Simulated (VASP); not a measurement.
Input of a VASP 6.6.1 run:

Contents of INCAR:

```
PREC = Accurate ; ENCUT = 500
EDIFF = 1E-6 ; ISMEAR = -5
SIGMA = 0.1 ; LREAL = F
LASPH = T ; NELM = 120
ALGO = Normal ; ISIF = 2
LWAVE = F ; LCHARG = F
GGA = PS ; NBANDS = 15
GGA_COMPAT = F
```

KPOINTS

```
Automatic mesh
0
Gamma
  4 4 4
```

POSCAR

```
RbBr
1.0
    0.0000000000      3.8694968646      3.8694968646
    3.8694968646      0.0000000000      3.8694968646
    3.8694968646      3.8694968646      0.0000000000
Rb Br
1 1
Direct
    0.0000000000      0.0000000000      0.0000000000
    0.2500000000      0.2500000000      0.2500000000
```

Potentials or basis: VASP PAW PBE potentials, release 64 (Rb_sv, Br).

Run with:

```sh
$ cat potpaw_PBE.64/Rb_sv/POTCAR potpaw_PBE.64/Br/POTCAR > POTCAR
$ mpirun -np 1 vasp_std > vasp.out
```

(1) What does it give for the pressure?

(2) Estimate the band gap on the k mesh.

Answers

(1) -0.3 GPa.

(2) 4.12 eV, indirect (least direct gap 4.21 eV).

Caveat: the PAW data sets were made with another functional, which shifts forces and pressure a little.
